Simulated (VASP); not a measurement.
A run of VASP 6.6.1 is set up as follows.

The input INCAR:

```
SYSTEM = Si16C
PREC = Accurate ; ENCUT = 520
EDIFF = 1E-7 ; ISMEAR = -1
SIGMA = 0.05 ; LREAL = Auto
LASPH = .True. ; NELM = 150
ALGO = Normal ; ISIF = 2
LWAVE = .False. ; LCHARG = .False.
ISPIN = 2 ; MAGMOM = 0 0 0 0 0 0 0 0 0 0 0 0 0 0 0 0 1
LORBIT = 11 ; GGA = PE
NBANDS = 52
```

Contents of KPOINTS:

```
regular mesh
0
Gamma
  2 2 2
  0 0 0
```

The input POSCAR:

```
Si16C
1.0
    0.0000000000      5.4300000000      5.4300000000
    5.4300000000      0.0000000000      5.4300000000
    5.4300000000      5.4300000000      0.0000000000
Si C
16 1
Direct
   -0.0096500921     -0.0216758748      0.0254327808
    0.1328176796      0.0640331492      0.1311418048
    0.0172559853      0.0087108656      0.5100368324
    0.1116758748      0.1124309392      0.6513812155
   -0.0112523020      0.4690791897     -0.0643646409
    0.1156721915      0.6330386740      0.0772191529
    0.0316758748      0.5102394107      0.4637384899
    0.1861049724      0.6042449355      0.5900092081
    0.4740515654     -0.0375138122     -0.0563167587
    0.5852394107      0.1631952118      0.0708563536
    0.4956077348      0.0038581952      0.4387569061
    0.6482044199      0.0711141805      0.5873204420
    0.3882596685      0.5649447514      0.1576519337
    0.7420810313      0.6706998158      0.1492817680
    0.5750736648      0.4322744015      0.4514456722
    0.6892173112      0.5842265193      0.6353130755
    0.5450460405      0.4431675875      0.9710128913
```

Potentials or basis: VASP PAW PBE potentials, release 64 (Si, C).

Command:

```sh
$ cat potpaw_PBE.64/Si/POTCAR potpaw_PBE.64/C/POTCAR > POTCAR
$ mpirun -np 1 vasp_std > vasp.out
```

(1) Estimate the net moment.

(2) Predict the largest force.

## Answers

(1) 0.00 μB per cell.

(2) 4.412 eV/Å.

Caveat: the k points lie up to 0.50 Å⁻¹ apart; the atoms stand as in a frame of molecular dynamics.
